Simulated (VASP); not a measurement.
Wanted: the native input for a VASP 6.6.1 run.

| Item | Value |
| --- | --- |
| Task | single point |
| Functional | RPBE |
| Potentials or basis | VASP PAW PBE potentials, release 64 (Pt) |
| Cutoff | 520 eV |
| k mesh | 9 × 9 × 9 |
| Occupations | fermi-dirac, width 0.02 eV |
| Spin | non-collinear spin, zero start, spin-orbit coupling |
| Starting moments | [[0.0, 0.0, 0.0]] μB |
| Dipole correction | no |
| Further INCAR settings | ALGO = Fast; EDIFF = 1e-06; NBANDS = 21 |

The structure of Pt lies in POSCAR:

```
Pt
1.0
    0.0000000000      1.9867042750      1.9867042750
    1.9867042750      0.0000000000      1.9867042750
    1.9867042750      1.9867042750      0.0000000000
Pt
1
Direct
    0.0000000000      0.0000000000      0.0000000000
```

This cell differs from its parent crystal: volume scaled by 1.04.

The input as run:

INCAR

```
SYSTEM = Pt
  PREC = Accurate
  ENCUT = 520
  EDIFF = 1E-6
  ISMEAR = -1
  SIGMA = 0.02
  LREAL = .False.
  LASPH = .True.
  NELM = 150
  ALGO = Fast
  ISIF = 2
  LWAVE = .False.
  LCHARG = .False.
  MAGMOM = 0 0 0
  LORBIT = 11
  LSORBIT = .True.
  GGA_COMPAT = .False.
  LORBMOM = .True.
  LMAXMIX = 4
  GGA = RP
  NBANDS = 21
```

KPOINTS

```
regular mesh
0
Gamma
  9 9 9
  0 0 0
```

Potentials or basis: VASP PAW PBE potentials, release 64 (Pt).

Launch:

```console
$ cat potpaw_PBE.64/Pt/POTCAR > POTCAR
$ mpirun -np 1 vasp_ncl > vasp.out
```

It gave:

```
Pressure                                              : 3.1 GPa
Net moment                                            : 0.00 μB per cell
Valence electrons inside the program's atomic spheres : Pt 9.20
```

Caveat: the PAW data sets were made with another functional, which shifts forces and pressure a little.

It took 32 s on 1 thread of Intel Xeon 6975P-C, on a shared host, peak memory 0.2 GiB.
